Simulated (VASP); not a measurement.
The system is TiO2.

```
Ti O
1.0
     4.59400    0.00000    0.00000
     0.00000    4.59400    0.00000
     0.00000    0.00000    2.95900
Ti O
2 4
Cartesian
  0.0000 0.0000 0.0000
  2.2970 2.2970 1.4795
  1.4058 1.4058 0.0000
  0.8912 3.7028 1.4795
  3.1882 3.1882 0.0000
  3.7028 0.8912 1.4795
```

| Quantity | Value |
| --- | --- |
| Program | VASP 6.6.1 |
| Task | relaxation of cell and atoms |
| Functional | PBE |
| Potentials or basis | VASP PAW PBE potentials, release 64 (Ti_sv, O) |
| Cutoff | 600 eV |
| k mesh | 4 × 4 × 6 |
| Occupations | gaussian, width 0.1 eV |
| Spin | collinear spin |
| Starting moments | [1.0, 1.0, 0.0, 0.0, 0.0, 0.0] μB |

At the start: pressure 5.9 GPa; volume 10.41 Å³/atom.

Task: Where does the relaxation end?

Result: Over 5 steps the energy falls by 5.3 meV/atom and the volume is 10.66 Å³/atom (+2.4 %); space group P4_2/mnm (No. 136, to 0.1 Å) before and after; moment 0.00 μB per cell.

The path:
| step | energy change (eV) | largest force (eV/Å) | pressure (GPa) | volume (Å³) |
| --- | --- | --- | --- | --- |
| 1 | 0.0000 | 0.2604 | 5.86 | 62.45 |
| 2 | 0.0166 | 0.2379 | -6.78 | 65.95 |
| 3 | -0.0300 | 0.0211 | -0.13 | 63.97 |
| 4 | -0.0300 | 0.0255 | -0.04 | 63.94 |
| 5 | -0.0317 | 0.0005 | 0.11 | 63.96 |

Final structure:
```cif
data_structure
_symmetry_space_group_name_H-M 'P 1'
_symmetry_Int_Tables_number 1
_cell_length_a 4.6401
_cell_length_b 4.6401
_cell_length_c 2.9709
_cell_angle_alpha 90.000
_cell_angle_beta 90.000
_cell_angle_gamma 90.000
_cell_volume 63.96
loop_
_atom_site_label
_atom_site_type_symbol
_atom_site_fract_x
_atom_site_fract_y
_atom_site_fract_z
_atom_site_occupancy
Ti1 Ti 0.00000 0.00000 0.00000 1
Ti2 Ti 0.50000 0.50000 0.50000 1
O1 O 0.30496 0.30496 0.00000 1
O2 O 0.19504 0.80496 0.50000 1
O3 O 0.69504 0.69504 0.00000 1
O4 O 0.80496 0.19504 0.50000 1
```
